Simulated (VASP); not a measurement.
# Mo (Fm-3m) in VASP: notebook, part 2 of 3

VASP 6.6.1. Earlier steps stand in the parts before.

## Step 3: Single point, LDA

This run uses another cell than the first one, of 13.88 Å³/atom.

Input file INCAR:

```
SYSTEM = Mo
ALGO = Normal ; EDIFF = 1E-6
ENCUT = 500 ; GGA = CA
GGA_COMPAT = .False. ; ISIF = 2
ISMEAR = 1 ; LASPH = .True.
LCHARG = .False. ; LREAL = .False.
LWAVE = .False. ; NBANDS = 13
NELM = 120 ; PREC = Accurate
SIGMA = 0.1
```

Input file KPOINTS:

```
k-points
0
Gamma
  10 10 10
  0 0 0
```

Input file POSCAR:

```
Mo
1.0
    0.0000000000      1.9073829029      1.9073829029
    1.9073829029      0.0000000000      1.9073829029
    1.9073829029      1.9073829029      0.0000000000
Mo
1
Direct
    0.0000000000      0.0000000000      0.0000000000
```

Potentials or basis: VASP PAW LDA potentials, release 64 (Mo_sv).

The run is started by

```
> cat potpaw_LDA.64/Mo_sv/POTCAR > POTCAR
> mpirun -np 1 vasp_std > vasp.out
```

OUTCAR:

```text
SYSTEM = Mo
   EDIFF = 1E-6
   ENCUT = 500
   GGA = CA
   ISIF = 2
   ISMEAR = 1
   LASPH = .True.
   LREAL = .False.
   NELM = 120
   PREC = Accurate

 ion  position               nearest neighbor table
   1  0.000  0.000  0.000-

  LATTYP: Found a face centered cubic cell.
 ALAT       =     3.8147658058

  Lattice vectors:

 A1 = (   0.0000000000,   1.9073829029,   1.9073829029)
 A2 = (   1.9073829029,   0.0000000000,   1.9073829029)
 A3 = (   1.9073829029,   1.9073829029,   0.0000000000)

Analysis of symmetry for initial positions (statically):
=====================================================================
 Subroutine PRICEL returns:
 Original cell was already a primitive cell.

 Routine SETGRP: Setting up the symmetry group for a
 face centered cubic supercell.

 Subroutine GETGRP returns: Found 48 space group operations
 (whereof 48 operations were pure point group operations)
 out of a pool of 48 trial point group operations.

The static configuration has the point symmetry O_h .

Analysis of symmetry for dynamics (positions and initial velocities):
=====================================================================
 Subroutine PRICEL returns:
 Original cell was already a primitive cell.

 Routine SETGRP: Setting up the symmetry group for a
 face centered cubic supercell.

 Subroutine GETGRP returns: Found 48 space group operations
 (whereof 48 operations were pure point group operations)
 out of a pool of 48 trial point group operations.

The dynamic configuration has the point symmetry O_h .

 Subroutine INISYM returns: Found 48 space group operations
 (whereof 48 operations are pure point group operations),
 and found     1 'primitive' translations

----------------------------------------------------------------------------------------

                                     Primitive cell

  volume of cell :      13.8785

  direct lattice vectors                    reciprocal lattice vectors
     0.000000000  1.907382903  1.907382903    -0.262139290  0.262139290  0.262139290
     1.907382903  0.000000000  1.907382903     0.262139290 -0.262139290  0.262139290
     1.907382903  1.907382903  0.000000000     0.262139290  0.262139290 -0.262139290

  length of vectors
     2.697446770  2.697446770  2.697446770     0.454038569  0.454038569  0.454038569

  position of ions in fractional coordinates (direct lattice)
     0.000000000  0.000000000  0.000000000

  ion indices of the primitive-cell ions
   primitive index   ion index
                 1           1

----------------------------------------------------------------------------------------

 KPOINTS: k-points

Automatic generation of k-mesh.
 Grid dimensions read from file:
 generate k-points for:   10   10   10

 Generating k-lattice:

  Cartesian coordinates                     Fractional coordinates (reciprocal lattice)
    -0.026213929  0.026213929  0.026213929     0.100000000  0.000000000  0.000000000
     0.026213929 -0.026213929  0.026213929     0.000000000  0.100000000  0.000000000
     0.026213929  0.026213929 -0.026213929     0.000000000  0.000000000  0.100000000

  Length of vectors
     0.045403857  0.045403857  0.045403857

  Shift w.r.t. Gamma in fractional coordinates (k-lattice)
     0.000000000  0.000000000  0.000000000

 Subroutine IBZKPT returns following result:
 ===========================================

 Found     47 irreducible k-points:

 Following reciprocal coordinates:
            Coordinates               Weight
  0.000000  0.000000  0.000000      1.000000
  0.100000  0.000000  0.000000      8.000000
  0.200000  0.000000  0.000000      8.000000
  0.300000  0.000000  0.000000      8.000000
  0.400000  0.000000  0.000000      8.000000
  0.500000  0.000000  0.000000      4.000000
[... 16 lines left out ...]
  0.300000  0.300000  0.000000      6.000000
  0.400000  0.300000  0.000000     24.000000
 [... further k-points ...]
   k-points           NKPTS =     47   k-points in BZ     NKDIM =     47   number of bands    NBANDS=     13
   number of dos      NEDOS =    301   number of ions     NIONS =      1
   total plane-waves  NPLWV =   8000
   dimension x,y,z NGX =    20 NGY =   20 NGZ =   20
   dimension x,y,z NGXF=    40 NGYF=   40 NGZF=   40
   ions per type =               1
   NGX,Y,Z   is equivalent  to a cutoff of  12.33, 12.33, 12.33 a.u.
   NGXF,Y,Z  is equivalent  to a cutoff of  24.65, 24.65, 24.65 a.u.
 SYSTEM =  Mo
   PREC   = accura    normal or accurate (medium, high low for compatibility)
   ISTART =      0    job   : 0-new  1-cont  2-samecut
   ICHARG =      2    charge: 1-file 2-atom 10-const
   ISPIN  =      1    spin polarized calculation?
   LNONCOLLINEAR =      F non collinear calculations
   LSORBIT =      F    spin-orbit coupling
   LASPH  =      T    aspherical Exc in radial PAW
   ENCUT  =  500.0 eV  36.75 Ry    6.06 a.u.   4.92  4.92  4.92*2*pi/ulx,y,z
   NELM   =    120;   NELMIN=  2; NELMDL= -5     # of ELM steps
   EDIFF  = 0.1E-05   stopping-criterion for ELM
   LREAL  =      F    real-space projection
   EDIFFG = 0.1E-04   stopping-criterion for IOM
   NSW    =      0    number of steps for IOM
   IBRION =     -1    ionic relax: 0-MD 1-quasi-New 2-CG
   NFREE  =      0    steps in history (QN), initial steepest desc. (CG)
   ISIF   =      2    stress and relaxation
   ISYM   =      2    0-nonsym 1-usesym 2-fastsym
   POTIM  = 0.5000    time-step for ionic-motion
   TEBEG  =    0.0;   TEEND  =   0.0 temperature during run
   PSTRESS=    0.0 pullay stress
   NELECT =      14.0000    total number of electrons
   NUPDOWN=      -1.0000    fix difference up-down
   EMIN   =  10.00;   EMAX   =-10.00  energy-range for DOS
   EFERMI =   0.00;   METHOD = LEGACY
   ISMEAR =     1;   SIGMA  =   0.10  broadening in eV -4-tet -1-fermi 0-gaus
   EFERMI_NEDOS =   21; number of points for ismear=-14 and -15
   IALGO  =     38    algorithm
   IMIX   =      4    mixing-type and parameters
     AMIX     =   0.40;   BMIX     =  1.00
     AMIX_MAG =   1.60;   BMIX_MAG =  1.00
  volume/ion in A,a.u.               =      13.88        93.66
  Fermi-wavevector in a.u.,A,eV,Ry     =   1.641861  3.102667 36.677312  2.695706
  Thomas-Fermi vector in A             =   2.732260
   LORBIT       =      0    0 simple, 1 ext, 2 COOP (PROOUT), +10 PAW based schemes
   GGA     = CA    functional components
   LHFCALC =     F    Hartree Fock is set to
   AEXX    =    0.0000 exact exchange contribution
   IVDW    =     0    specifies the selected vdW correction
   LEPSILON=     F    determine dielectric tensor
   LRPA    =     F    only Hartree local field effects (RPA)
 non-spin polarized calculation
 Methfessel and Paxton  Order N= 1 SIGMA  =   0.10
  energy-cutoff  :      500.00
  volume of cell :       13.88
 maximum number of plane-waves:       364
   NGX =  9   NGY =  9   NGZ =  9

 number of electron      13.9999997 magnetization

 Free energy of the ion-electron system (eV)
  ---------------------------------------------------
  ext. energy  EPLUGINS =         0.00000000
  ---------------------------------------------------
  free energy    TOTEN  =       -11.57892657 eV

  energy without entropy =      -11.57873020  energy(sigma->0) =      -11.57886111

 E-fermi :  14.1016     XC(G=0): -14.2603

 val. band max:       14.0698486055   @ k =  -0.4000   0.2000   0.1000
 cond. band min:      14.1365708145   @ k =  -0.4000   0.2000   0.0000
 fundamental gap:      0.0667222090
 Fermi energy:        14.1015878002

 k-point     1 :       0.0000    0.0000    0.0000
  band No.  band energies     occupation
      1     -46.3509      2.00000
      2     -19.4723      2.00000
      3     -19.4723      2.00000
      4     -19.4723      2.00000
      5       6.9301      2.00000
      6      13.0451      2.00000
      7      13.0451      2.00000
      8      13.0451      2.00000
      9      16.3206      0.00000
     10      16.3206      0.00000
     11      27.1362      0.00000
     12      33.0612      0.00000
     13      33.0612      0.00000
[... 353 lines left out ...]
 k-point    24 :       0.4000    0.3000    0.0000
  band No.  band energies     occupation
      1     -45.9164      2.00000
      2     -21.0484      2.00000
      3     -20.1086      2.00000
      4     -20.0377      2.00000
      5       9.0993      2.00000
      6       9.6852      2.00000
      7      14.9335     -0.00000
      8      16.6215      0.00000
      9      18.7453      0.00000
     10      18.7486      0.00000
     11      29.9816      0.00000
     12      31.4423      0.00000
     13      32.5637      0.00000

 [... further k-points ...]

------------------------ aborting loop because EDIFF is reached ----------------------------------------

  FORCE on cell =-STRESS in cart. coord.  units (eV):
  Direction    XX          YY          ZZ          XY          YZ          ZX
  --------------------------------------------------------------------------------------
  -------------------------------------------------------------------------------------
  Total        2.7479440      2.7479440      2.7479440      0.0000000      0.0000000      0.0000000
  in kB      317.2304113    317.2304113    317.2304113      0.0000000      0.0000000      0.0000000
  external PRESSURE =     317.2304113 kB  Pullay stress =       0.0000000 kB

 VOLUME and BASIS-vectors are now :
 -----------------------------------------------------------------------------
  energy-cutoff  :      500.00
  volume of cell :       13.88
      direct lattice vectors                 reciprocal lattice vectors
     0.000000000  1.907382903  1.907382903    -0.262139290  0.262139290  0.262139290
     1.907382903  0.000000000  1.907382903     0.262139290 -0.262139290  0.262139290
     1.907382903  1.907382903  0.000000000     0.262139290  0.262139290 -0.262139290

 POSITION                                       TOTAL-FORCE (eV/Angst)
 -----------------------------------------------------------------------------------
      0.00000      0.00000      0.00000        -0.000000      0.000000     -0.000000
 -----------------------------------------------------------------------------------
    total drift:                                0.000000      0.000000      0.000000

  FREE ENERGIE OF THE ION-ELECTRON SYSTEM (eV)
  ---------------------------------------------------
  free  energy   TOTEN  =       -11.5789265662 eV

  energy  without entropy=      -11.5787301973  energy(sigma->0) =      -11.57886111
```

OSZICAR:

```text
N       E                     dE             d eps       ncg     rms          rms(c)
DAV:   1     0.965138983520E+02    0.96514E+02   -0.76886E+03  1230   0.109E+03
DAV:   2    -0.109103467115E+02   -0.10742E+03   -0.10325E+03  1372   0.321E+02
DAV:   3    -0.121193531306E+02   -0.12090E+01   -0.12055E+01  1377   0.352E+01
DAV:   4    -0.121222647633E+02   -0.29116E-02   -0.29116E-02  1372   0.200E+00
DAV:   5    -0.121222826692E+02   -0.17906E-04   -0.17904E-04  1357   0.144E-01    0.197E+01
DAV:   6    -0.116663362527E+02    0.45595E+00   -0.52647E-01  1277   0.921E+00    0.652E+00
DAV:   7    -0.115841240031E+02    0.82212E-01   -0.12980E-01  1342   0.431E+00    0.687E-01
DAV:   8    -0.115789212829E+02    0.52027E-02   -0.42497E-03  1237   0.825E-01    0.135E-01
DAV:   9    -0.115789148845E+02    0.63984E-05   -0.96120E-05  1397   0.115E-01    0.618E-02
DAV:  10    -0.115789265976E+02   -0.11713E-04   -0.67665E-06  1277   0.307E-02    0.167E-03
DAV:  11    -0.115789265662E+02    0.31434E-07   -0.16683E-07   661   0.538E-03
   1 F= -.11578927E+02 E0= -.11578861E+02  d E =-.196369E-03
```

stdout:

```text
POSCAR found type information on POSCAR Mo
 POSCAR found :  1 types and       1 ions
 scaLAPACK will be used
 LDA part: xc-table for (Slater(with rela. corr.)+CA(PZ))
 , standard interpolation
 POSCAR, INCAR and KPOINTS ok, starting setup
 FFT: planning ... GRIDC
 FFT: planning ... GRID_SOFT
 FFT: planning ... GRID
 WAVECAR not read
 entering main loop
```

It took 4.4 s on 1 thread of Intel Xeon Platinum 8559C (Emerald Rapids), shared host; peak memory 0.12 GiB.

What came out:

```yaml
Free_energy: -11.5789 eV
Pressure: 31.7 GPa
Band_gap_on_the_k_mesh: zero (bands 7 and 8 overlap by 5.81 eV)
```

Levels at points of the mesh, in eV from the Fermi level:
| k point | band 5 | band 6 | band 7 | band 8 | band 9 | band 10 |
| --- | --- | --- | --- | --- | --- | --- |
| (0.00, 0.00, 0.00) | -7.17 | -1.06 | -1.06 | -1.06 | 2.22 | 2.22 |
| (0.50, 0.00, 0.00) | -5.44 | -1.32 | -1.32 | 2.14 | 4.81 | 4.81 |
| (0.50, 0.50, 0.00) | -6.10 | -5.34 | 4.75 | 4.98 | 5.57 | 5.57 |

Caveat: the cell stands under pressure.

## Step 4: Single point, LDA

This run uses another cell than the first one, of 13.38 Å³/atom.

Input file INCAR:

```
ALGO = Normal
EDIFF = 1E-6
ENCUT = 500
GGA_COMPAT = False
ISIF = 2
ISMEAR = 1
LASPH = True
LCHARG = False
LREAL = False
LWAVE = False
NBANDS = 13
NELM = 120
PREC = Accurate
SIGMA = 0.1
```

Input file KPOINTS:

```
k-points
0
Gamma
  10 10 10
```

Input file POSCAR:

```
Mo
1.0
    0.0000000000      1.8844276199      1.8844276199
    1.8844276199      0.0000000000      1.8844276199
    1.8844276199      1.8844276199      0.0000000000
Mo
1
Direct
    0.0000000000      0.0000000000      0.0000000000
```

The run is started by

```
> cat potpaw_LDA.64/Mo_sv/POTCAR > POTCAR
> mpirun -np 1 vasp_std > vasp.out
```

Run time: 4.5 s. Hardware: 1 thread of Intel Xeon Platinum 8559C (Emerald Rapids), shared host; peak memory 0.12 GiB.

The run converged. Its results:

* Free energy: -11.4580 eV
* Pressure: 46.7 GPa
* Band gap on the k mesh: zero (bands 7 and 8 overlap by 6.12 eV)

Levels at points of the mesh, in eV from the Fermi level:
```tsv
k point	band 4	band 5	band 6	band 7	band 8	band 9	band 10	band 11
(0.00, 0.00, 0.00)	-33.47	-7.24	-1.14	-1.14	-1.14	2.31	2.31	13.01
(0.50, 0.00, 0.00)	-33.76	-5.64	-1.42	-1.42	2.34	5.04	5.04	12.83
(0.50, 0.50, 0.00)	-34.29	-6.40	-5.62	4.99	5.30	5.84	5.84	13.93
```

Caveat: the cell stands under pressure.

(Continued in part 3 of 3.)
